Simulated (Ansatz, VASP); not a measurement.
## Two plane-wave programs on LiCl

The input POSCAR:

```
LiCl
1.0
    3.2711235254      0.0636233526      0.0000000000
    0.0636233526      3.2711235254      0.0000000000
    0.0000000000      0.0000000000      3.2711235254
Li Cl
1 1
Direct
    0.0000000000      0.0000000000      0.0000000000
    0.5000000000      0.5000000000      0.5000000000
```

Contents of INCAR.step1:

```
PREC = Accurate
ENCUT = 520
ISMEAR = 0
SIGMA = 0.01
LREAL = F
LASPH = T
NELM = 100
NBANDS = 12
GGA = PE
ALGO = Normal
EDIFF = 1E-4
LWAVE = T
LCHARG = F
```

INCAR.step2

```
PREC = Accurate
ENCUT = 520
EDIFF = 1E-6
ISMEAR = 0
SIGMA = 0.01
LREAL = F
LASPH = T
NELM = 100
ALGO = Normal
ISIF = 2
LWAVE = F
LCHARG = T
METAGGA = R2SCAN
LMIXTAU = T
LELF = T
LVHAR = T
NBANDS = 12
ISTART = 1
```

File KPOINTS:

```
Automatic mesh
0
Gamma
  8 8 8
```

Input for Ansatz:

```yaml
crystal:
  lattice:
    - [3.2711235254, 0.0636233526, 0.0]
    - [0.0636233526, 3.2711235254, 0.0]
    - [0.0, 0.0, 3.2711235254]
  atoms:
    - { symbol: Li, position: [0.0, 0.0, 0.0] }
    - { symbol: Cl, position: [0.5, 0.5, 0.5] }
kpoints:
  mp_grid: { grid: [8, 8, 8] }
  band_path:
    path: [[0.0, 0.0, 0.0], [0.0, 0.5, 0.0], [0.5, 0.5, 0.0], [0.5, 0.5, 0.5]]
    npoints: 1
hamiltonian:
  xc: r2scan
scf:
  occupations: { method: fixed }
  n_extra_bands: 4
output:
  forces: true
  stress: true
  eigenvalues: true
  write_density: true
  write_potential: true
  elf: true
  volumetric_format: npy
```

Change from the starting cell: shear_xy strain +3.9%.

Alike in both runs: task single point; functional r2SCAN; k mesh 8 × 8 × 8; no spin polarisation.

```csv
,VASP,Ansatz
version,VASP 6.6.1,Ansatz 0.2.0
potentials or method,"VASP PAW PBE potentials, release 64 (Li_sv, Cl)","plane waves, PAW"
plane-wave cutoff (eV),520,500
occupations,"gaussian, width 0.01 eV",fixed
valence electrons in the cell,10,10
```

VASP gave:

| Quantity | Value |
| --- | --- |
| gap on the k mesh at the Fermi level (eV) | 5.39 |

What did Ansatz give for the same quantities?

gap on the k mesh at the Fermi level (eV): 5.26.

VASP's potentials were made for PBE, not for r2SCAN.

Noted on VASP's run: the cutoff is short for stress, so the pressure is rough.
